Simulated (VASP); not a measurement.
**NbSi2: relaxation of cell and atoms with LDA**

The system is NbSi2.

```
Nb Si
1.0
     4.79400    0.00000    0.00000
    -2.39700    4.15173    0.00000
     0.00000    0.00000    6.58900
Nb Si
3 6
Cartesian
  2.3970 0.0000 0.0000
  1.1985 2.0759 4.3927
  -1.1985 2.0759 2.1963
  0.0000 1.3867 0.0000
  3.5931 0.6933 4.3927
  1.1961 3.4584 2.1963
  2.3970 2.7650 0.0000
  -1.1961 3.4584 4.3927
  1.2009 0.6933 2.1963
```

- Program: VASP 6.6.1
- Task: relaxation of cell and atoms
- Functional: LDA
- Potentials or basis: VASP PAW LDA potentials, release 64 (Nb_sv, Si)
- Cutoff: 600 eV
- k mesh: 8 × 8 × 5
- Occupations: fermi-dirac, width 0.1 eV
- Spin: no spin polarisation
- Dipole correction: no
- Further INCAR settings: ALGO = Normal; EDIFF = 1e-07; IBRION = 2; EDIFFG = -0.01; NSW = 80; ISIF = 3

```json
{
 "Relaxed volume": "14.16 Å³/atom",
 "Relaxed cell": "a = 4.745 Å, b = 4.745 Å, c = 6.537 Å, α = 90.00°, β = 90.00°, γ = 120.00°",
 "Space group after relaxing (to 0.1 Å)": "P6_422 (No. 181)",
 "Energy gained by relaxing": "19.9 meV/atom",
 "Ionic steps": "11",
 "Pressure after relaxing": "0.0 GPa",
 "Largest force after relaxing": "0.008 eV/Å",
 "Band gap on the k mesh": "zero (an odd number of electrons rules out a gap without spin polarisation)"
}
```

Forces in eV/Å, atoms in the order of the input:
```
Nb   0.000  0.000  0.000
Nb   0.000  0.000  0.000
Nb   0.000  0.000  0.000
Si   0.000 -0.008  0.000
Si   0.007 -0.004  0.000
Si   0.007  0.004  0.000
Si   0.000  0.008  0.000
Si  -0.007  0.004  0.000
Si  -0.007 -0.004  0.000
```

Step by step:
```
step  energy change (eV)  largest force (eV/Å)  pressure (GPa)  volume (Å³)
   1              0.0000                0.6435           -4.72       131.14
   2             -0.0557                0.3752            7.19       123.16
   3             -0.1103                0.5077            1.91       126.35
   4             -0.1720                0.1070            0.64       126.97
   5             -0.1734                0.0343            0.45       127.08
   6             -0.1784                0.0027           -0.48       127.82
   7             -0.1794                0.0112           -0.24       127.62
   8             -0.1794                0.0107           -0.24       127.63
   9             -0.1791                0.0051            0.26       127.31
  10             -0.1793                0.0091           -0.11       127.54
  11             -0.1793                0.0080            0.00       127.47
```

Final structure:
```
Nb Si
1.0
     4.74537    0.00000    0.00000
    -2.37269    4.10961    0.00000
     0.00000    0.00000    6.53652
Nb Si
3 6
Direct
  0.50000 0.00000 0.00000
  0.50000 0.50000 0.66667
  0.00000 0.50000 0.33333
  0.15990 0.31979 0.00000
  0.84010 0.15990 0.66667
  0.68020 0.84010 0.33333
  0.84010 0.68021 0.00000
  0.15990 0.84010 0.66667
  0.31979 0.15990 0.33333
```

Levels at points of the mesh, in eV from the Fermi level:
| k point | band 29 | band 30 | band 31 | band 32 | band 33 | band 34 | band 35 | band 36 |
| --- | --- | --- | --- | --- | --- | --- | --- | --- |
| (0.00, 0.00, 0.00) | -2.08 | -1.98 | -1.98 | -0.98 | 0.77 | 3.32 | 3.43 | 3.48 |
| (0.50, 0.00, 0.00) | -1.06 | -0.75 | -0.14 | 0.07 | 0.79 | 1.26 | 1.65 | 2.09 |

Run time: 22 min on 1 thread of Intel(R) Xeon(R) Platinum 8488C (Sapphire Rapids), with other jobs on the host, peak memory 0.31 GiB.

LDA usually gives volumes a few per cent too small. Zero-point motion and thermal expansion aren't in these numbers.
